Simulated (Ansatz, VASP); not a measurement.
# SnO2 in VASP and in Ansatz

```xyz
6
Lattice="4.7213 0.0000 0.0000 0.0000 4.7242 0.0000 0.0000 0.0000 3.2538" Properties=species:S:1:pos:R:3 pbc="T T T"
Sn    2.3606    2.3621    1.6269
Sn    0.0000    0.0000    0.0000
O     1.4476    1.4511    0.0000
O     3.8082    0.9111    1.6269
O     0.9130    3.8132    1.6269
O     3.2737    3.2732    0.0000
```

Change from the starting cell: strain along c alone, the other axes held, atoms relaxed: +2.0 %.

Alike in both runs: functional LDA; k mesh 6 × 6 × 8; occupations gaussian, width 0.02 eV; no spin polarisation.

Ansatz relaxed the structure, and its values are those at the end. VASP's run is a single point on that final structure, the one shown.

|  | VASP | Ansatz |
| --- | --- | --- |
| version | VASP 6.6.1 | Ansatz 0.2.0 |
| potentials or method | VASP PAW LDA potentials, release 64 (Sn_d, O), cutoff 520 eV | scalar-relativistic, plane waves, PAW |
| valence electrons in the cell | 52 | 52 |

VASP gave:

* gap on the k mesh at the Fermi level (eV): 0.92
* least direct gap on the mesh (eV): 0.92
* pressure (GPa): -3.7
* rms of the force components (eV/Å): 0.006

Which values does Ansatz return?

gap on the k mesh at the Fermi level (eV): 0.88; least direct gap on the mesh (eV): 0.88; pressure (GPa): -4.7; rms of the force components (eV/Å): 0.001.

LDA's correlation is that of Perdew and Zunger in VASP and of Perdew and Wang (1992) in Ansatz. Ansatz's warnings: stress scf threshold loose.
